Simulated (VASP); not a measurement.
# Bi (P6_3/mmc) in VASP: further runs, part 2 of 2

VASP 6.6.1. Earlier steps stand in the parts before.

## 3. Single point, r2SCAN (32.53 Å³/atom)

This run uses another cell than the first one, of 32.53 Å³/atom.

Input file POSCAR:

```
Bi
1.0
    3.5518118650      0.0000000000      0.0000000000
   -1.7759059325      3.0759593045      0.0000000000
    0.0000000000      0.0000000000     11.9087177107
Bi
4
Direct
    0.0000000000      1.0000000000      0.0000000000
    0.0000000000      1.0000000000      0.5000000000
    0.3333333333      0.6666666667      0.2500000000
    0.6666666667      0.3333333333      0.7500000000
```

Input file INCAR.step1:

```
PREC = Accurate ; ENCUT = 520
ISMEAR = -1 ; SIGMA = 0.1
LREAL = F ; LASPH = T
NELM = 60 ; NBANDS = 38
GGA = PE ; ALGO = Normal
EDIFF = 1E-4 ; LWAVE = T
LCHARG = F
```

Input file INCAR.step2:

```
PREC = Accurate ; ENCUT = 520
EDIFF = 1E-6 ; ISMEAR = -1
SIGMA = 0.1 ; LREAL = F
LASPH = T ; NELM = 60
ALGO = Normal ; ISIF = 2
LWAVE = F ; LCHARG = T
METAGGA = R2SCAN ; LMIXTAU = T
LELF = T ; LVHAR = T
NBANDS = 38 ; ISTART = 1
```

Input file KPOINTS:

```
regular mesh
0
Gamma
  12 12 3
```

Potentials or basis: VASP PAW PBE potentials, release 64 (Bi_d).

Command:

```
> cat potpaw_PBE.64/Bi_d/POTCAR > POTCAR
> cp INCAR.step1 INCAR
> mpirun -np 1 vasp_std > vasp.out
> cp INCAR.step2 INCAR
> mpirun -np 1 vasp_std > vasp.out
```

OUTCAR:

```text
PREC = Accurate
   ENCUT = 520
   EDIFF = 1E-6
   ISMEAR = -1
   LREAL = F
   LASPH = T
   NELM = 60
   ISIF = 2
   METAGGA = R2SCAN
   ISTART = 1

 ion  position               nearest neighbor table
   1  0.000  0.000  0.000-   3 3.62   4 3.62   3 3.62   4 3.62   4 3.62   3 3.62
   2  0.000  0.000  0.500-   3 3.62   4 3.62   3 3.62   4 3.62   4 3.62   3 3.62
   3  0.333  0.667  0.250-   1 3.62   2 3.62   1 3.62   2 3.62   1 3.62   2 3.62
   4  0.667  0.333  0.750-   1 3.62   2 3.62   1 3.62   2 3.62   1 3.62   2 3.62

  LATTYP: Found a hexagonal cell.
 ALAT       =     3.5518118650
 C/A-ratio  =     3.3528571229

  Lattice vectors:

 A1 = (   3.5518118650,   0.0000000000,   0.0000000000)
 A2 = (  -1.7759059325,   3.0759593045,   0.0000000000)
 A3 = (   0.0000000000,   0.0000000000,  11.9087177107)

Analysis of symmetry for initial positions (statically):
=====================================================================
 Subroutine PRICEL returns:
 Original cell was already a primitive cell.

 Routine SETGRP: Setting up the symmetry group for a
 hexagonal supercell.

 Subroutine GETGRP returns: Found 24 space group operations
 (whereof 12 operations were pure point group operations)
 out of a pool of 24 trial point group operations.

The static configuration has the point symmetry D_3d.
 The point group associated with its full space group is D_6h.

Analysis of symmetry for dynamics (positions and initial velocities):
=====================================================================
 Subroutine PRICEL returns:
 Original cell was already a primitive cell.

 Routine SETGRP: Setting up the symmetry group for a
 hexagonal supercell.

 Subroutine GETGRP returns: Found 24 space group operations
 (whereof 12 operations were pure point group operations)
 out of a pool of 24 trial point group operations.

The dynamic configuration has the point symmetry D_3d.
 The point group associated with its full space group is D_6h.

 Subroutine INISYM returns: Found 24 space group operations
 (whereof 12 operations are pure point group operations),
 and found     1 'primitive' translations

----------------------------------------------------------------------------------------

                                     Primitive cell

  volume of cell :     130.1055

  direct lattice vectors                    reciprocal lattice vectors
     3.551811865  0.000000000  0.000000000     0.281546444  0.162550915  0.000000000
    -1.775905932  3.075959304  0.000000000     0.000000000  0.325101830  0.000000000
     0.000000000  0.000000000 11.908717711     0.000000000  0.000000000  0.083972097

  length of vectors
     3.551811865  3.551811865 11.908717711     0.325101830  0.325101830  0.083972097

  position of ions in fractional coordinates (direct lattice)
     0.000000000  0.000000000  0.000000000
     0.000000000  0.000000000  0.500000000
     0.333333333  0.666666667  0.250000000
     0.666666667  0.333333333  0.750000000

  ion indices of the primitive-cell ions
   primitive index   ion index
                 1           1
                 2           2
                 3           3
                 4           4

----------------------------------------------------------------------------------------

 KPOINTS: regular mesh

Automatic generation of k-mesh.
 Grid dimensions read from file:
 generate k-points for:   12   12    3

 Generating k-lattice:

  Cartesian coordinates                     Fractional coordinates (reciprocal lattice)
     0.023462204  0.013545910  0.000000000     0.083333333  0.000000000  0.000000000
     0.000000000  0.027091819  0.000000000     0.000000000  0.083333333  0.000000000
     0.000000000  0.000000000  0.027990699     0.000000000  0.000000000  0.333333333

  Length of vectors
     0.027091819  0.027091819  0.027990699

  Shift w.r.t. Gamma in fractional coordinates (k-lattice)
     0.000000000  0.000000000  0.000000000

 Subroutine IBZKPT returns following result:
 ===========================================

 Found     38 irreducible k-points:

 Following reciprocal coordinates:
            Coordinates               Weight
  0.000000  0.000000  0.000000      1.000000
  0.083333  0.000000  0.000000      6.000000
  0.166667  0.000000  0.000000      6.000000
  0.250000 -0.000000  0.000000      6.000000
  0.333333 -0.000000  0.000000      6.000000
  0.416667  0.000000  0.000000      6.000000
[... 16 lines left out ...]
  0.250000 -0.000000  0.333333     12.000000
  0.333333 -0.000000  0.333333     12.000000
 [... further k-points ...]
   k-points           NKPTS =     38   k-points in BZ     NKDIM =     38   number of bands    NBANDS=     38
   number of dos      NEDOS =    301   number of ions     NIONS =      4
   total plane-waves  NPLWV =  70560
   dimension x,y,z NGX =    28 NGY =   28 NGZ =   90
   dimension x,y,z NGXF=    56 NGYF=   56 NGZF=  180
   ions per type =               4
   NGX,Y,Z   is equivalent  to a cutoff of  13.11, 13.11, 12.56 a.u.
   NGXF,Y,Z  is equivalent  to a cutoff of  26.21, 26.21, 25.13 a.u.
 SYSTEM =  unknown system
   PREC   = accura    normal or accurate (medium, high low for compatibility)
   ISTART =      1    job   : 0-new  1-cont  2-samecut
   ICHARG =      0    charge: 1-file 2-atom 10-const
   ISPIN  =      1    spin polarized calculation?
   LNONCOLLINEAR =      F non collinear calculations
   LSORBIT =      F    spin-orbit coupling
   LASPH  =      T    aspherical Exc in radial PAW
   ENCUT  =  520.0 eV  38.22 Ry    6.18 a.u.   6.60  6.60 22.14*2*pi/ulx,y,z
   NELM   =     60;   NELMIN=  2; NELMDL=  0     # of ELM steps
   EDIFF  = 0.1E-05   stopping-criterion for ELM
   LREAL  =      F    real-space projection
[... 7 lines left out ...]
   TEBEG  =    0.0;   TEEND  =   0.0 temperature during run
   PSTRESS=    0.0 pullay stress
   NELECT =      60.0000    total number of electrons
   NUPDOWN=      -1.0000    fix difference up-down
   EMIN   =  10.00;   EMAX   =-10.00  energy-range for DOS
   EFERMI =   0.00;   METHOD = LEGACY
   ISMEAR =    -1;   SIGMA  =   0.10  broadening in eV -4-tet -1-fermi 0-gaus
   EFERMI_NEDOS =   21; number of points for ismear=-14 and -15
   IALGO  =     38    algorithm
   IMIX   =      4    mixing-type and parameters
     AMIX     =   0.40;   BMIX     =  1.00
     AMIX_MAG =   1.60;   BMIX_MAG =  1.00
  volume/ion in A,a.u.               =      32.53       219.50
  Fermi-wavevector in a.u.,A,eV,Ry     =   1.264814  2.390152 21.765988  1.599755
  Thomas-Fermi vector in A             =   2.398100
   LORBIT       =      0    0 simple, 1 ext, 2 COOP (PROOUT), +10 PAW based schemes
   METAGGA = R2SCAN    functional components
   LHFCALC =     F    Hartree Fock is set to
   AEXX    =    0.0000 exact exchange contribution
   IVDW    =     0    specifies the selected vdW correction
   LEPSILON=     F    determine dielectric tensor
   LRPA    =     F    only Hartree local field effects (RPA)
 non-spin polarized calculation
  energy-cutoff  :      520.00
  volume of cell :      130.11
 maximum number of plane-waves:      3561
 NGX is ok and might be reduce to    28
   NGX = 13   NGY = 13   NGZ = 45

 number of electron      60.0000004 magnetization

 Free energy of the ion-electron system (eV)
  ---------------------------------------------------
  ext. energy  EPLUGINS =         0.00000000
  ---------------------------------------------------
  free energy    TOTEN  =      -232.93737155 eV

  energy without entropy =     -232.85405603  energy(sigma->0) =     -232.89571379

 E-fermi :   7.3875     XC(G=0): -10.8579

 val. band max:        7.3835321717   @ k =   0.2500  -0.0000   0.0000
 cond. band min:       7.4862729710   @ k =   0.2500   0.1667   0.3333
 fundamental gap:      0.1027407993
 Fermi energy:         7.3874696635

 k-point     1 :       0.0000    0.0000    0.0000
  band No.  band energies     occupation
      1     -16.4153      2.00000
      2     -16.4114      2.00000
      3     -16.4097      2.00000
      4     -16.4097      2.00000
      5     -16.4070      2.00000
      6     -16.4070      2.00000
[... 30 lines left out ...]
     37      15.1181      0.00000
     38      15.5460      0.00000
[... 941 lines left out ...]
     37      13.2025      0.00000
     38      13.3125      0.00000

 [... further k-points ...]

------------------------ aborting loop because EDIFF is reached ----------------------------------------

  FORCE on cell =-STRESS in cart. coord.  units (eV):
  Direction    XX          YY          ZZ          XY          YZ          ZX
  --------------------------------------------------------------------------------------
  -------------------------------------------------------------------------------------
  Total       -1.8471353     -1.8471353     -1.5145444      0.0000000      0.0000000      0.0000000
  in kB      -22.7464562    -22.7464562    -18.6507825      0.0000000      0.0000000      0.0000000
  external PRESSURE =     -21.3812317 kB  Pullay stress =       0.0000000 kB

 VOLUME and BASIS-vectors are now :
 -----------------------------------------------------------------------------
  energy-cutoff  :      520.00
  volume of cell :      130.11
      direct lattice vectors                 reciprocal lattice vectors
     3.551811865  0.000000000  0.000000000     0.281546444  0.162550915  0.000000000
    -1.775905932  3.075959304  0.000000000     0.000000000  0.325101830  0.000000000
     0.000000000  0.000000000 11.908717711     0.000000000  0.000000000  0.083972097

 POSITION                                       TOTAL-FORCE (eV/Angst)
 -----------------------------------------------------------------------------------
      0.00000      0.00000      0.00000         0.000000      0.000000      0.000000
      0.00000      0.00000      5.95436         0.000000      0.000000      0.000000
     -0.00000      2.05064      2.97718        -0.000000     -0.000000      0.000000
      1.77591      1.02532      8.93154         0.000000      0.000000     -0.000000
 -----------------------------------------------------------------------------------
    total drift:                                0.000000     -0.000000      0.000000

  FREE ENERGIE OF THE ION-ELECTRON SYSTEM (eV)
  ---------------------------------------------------
  free  energy   TOTEN  =      -232.9373715529 eV

  energy  without entropy=     -232.8540560272  energy(sigma->0) =     -232.89571379
```

It took 6.4 min on 1 thread of Intel Xeon 6975P-C (Granite Rapids), shared host; peak memory 0.35 GiB.

What came out:

```yaml
Free_energy: -232.9374 eV
Pressure: -2.1 GPa
Band_gap_on_the_k_mesh: zero (bands 30 and 31 overlap by 6.21 eV)
```

Caveat: the PAW data sets were made with another functional, which shifts forces and pressure a little; spin-orbit coupling is left out, which moves the levels of the heavy elements.

## 4. Single point, r2SCAN (33.78 Å³/atom)

This run uses another cell than the first one, of 33.78 Å³/atom.

Input file POSCAR:

```
Bi
1.0
    3.5967762822      0.0000000000      0.0000000000
   -1.7983881411      3.1148996321      0.0000000000
    0.0000000000      0.0000000000     12.0594769772
Bi
4
Direct
    0.0000000000      1.0000000000      0.0000000000
    0.0000000000      1.0000000000      0.5000000000
    0.3333333333      0.6666666667      0.2500000000
    0.6666666667      0.3333333333      0.7500000000
```

Input file INCAR.step1:

```
ALGO = Normal ; EDIFF = 1E-4
ENCUT = 520 ; GGA = PE
ISMEAR = -1 ; LASPH = True
LCHARG = False ; LREAL = False
LWAVE = True ; NBANDS = 38
NELM = 80 ; PREC = Accurate
SIGMA = 0.1
```

Input file INCAR.step2:

```
ALGO = Normal ; EDIFF = 1E-7
ENCUT = 520 ; ISIF = 2
ISMEAR = -1 ; ISTART = 1
LASPH = True ; LCHARG = True
LELF = True ; LMIXTAU = True
LREAL = False ; LVHAR = True
LWAVE = False ; METAGGA = R2SCAN
NBANDS = 38 ; NELM = 80
PREC = Accurate ; SIGMA = 0.1
```

Input file KPOINTS:

```
k-points
0
Gamma
  12 12 3
```

Command:

```
> cat potpaw_PBE.64/Bi_d/POTCAR > POTCAR
> cp INCAR.step1 INCAR
> mpirun -np 1 vasp_std > vasp.out
> cp INCAR.step2 INCAR
> mpirun -np 1 vasp_std > vasp.out
```

Run time: 6.7 min. Hardware: 1 thread of Intel Xeon 6975P-C (Granite Rapids), shared host; peak memory 0.34 GiB.

Results (log left out):

- Free energy: -232.8474 eV
- Pressure: -3.7 GPa
- Band gap on the k mesh: zero (bands 30 and 31 overlap by 5.91 eV)

Stress tensor (GPa, compression positive):
```
-3.89  0.00  0.00
 0.00 -3.89  0.00
 0.00  0.00 -3.36
```

Levels at points of the mesh, in eV from the Fermi level:
```csv
k point,band 27,band 28,band 29,band 30,band 31,band 32,band 33,band 34
"(0.00, 0.00, 0.00)",-1.31,3.38,3.38,4.00,4.00,4.02,4.02,4.31
"(0.50, 0.00, 0.00)",-3.81,-3.43,-1.40,-0.70,0.52,1.29,1.57,1.57
```

Caveat: the cell stands under tension; the PAW data sets were made with another functional, which shifts forces and pressure a little; spin-orbit coupling is left out, which moves the levels of the heavy elements.

## 5. Overview

```csv
cell,gap on the mesh (eV),pressure (GPa)
"a = 3.506, b = 3.506, c = 11.754 Å, angles 90.0, 90.0, 120.0°, 4 atoms",none,-0.2
"a = 3.552, b = 3.552, c = 11.909 Å, angles 90.0, 90.0, 120.0°, 4 atoms",none,-2.1
"a = 3.597, b = 3.597, c = 12.059 Å, angles 90.0, 90.0, 120.0°, 4 atoms",none,-3.7
```

Alike in all rows: task single point; level r2SCAN; potentials or basis VASP PAW PBE potentials, release 64 (Bi_d); no spin polarisation; k mesh 12 × 12 × 3; cutoff (eV) 520; smearing fermi-dirac 0.1 eV.

Caveats: the PAW data sets were made with another functional, which shifts forces and pressure a little; spin-orbit coupling is left out, which moves the levels of the heavy elements; the cell stands under tension (at least some runs).

Total energies depend on the potentials used, so only differences within one code and one set of settings carry meaning.

The gap in the log of VASP goes by the Fermi energy; the results here count the filled bands.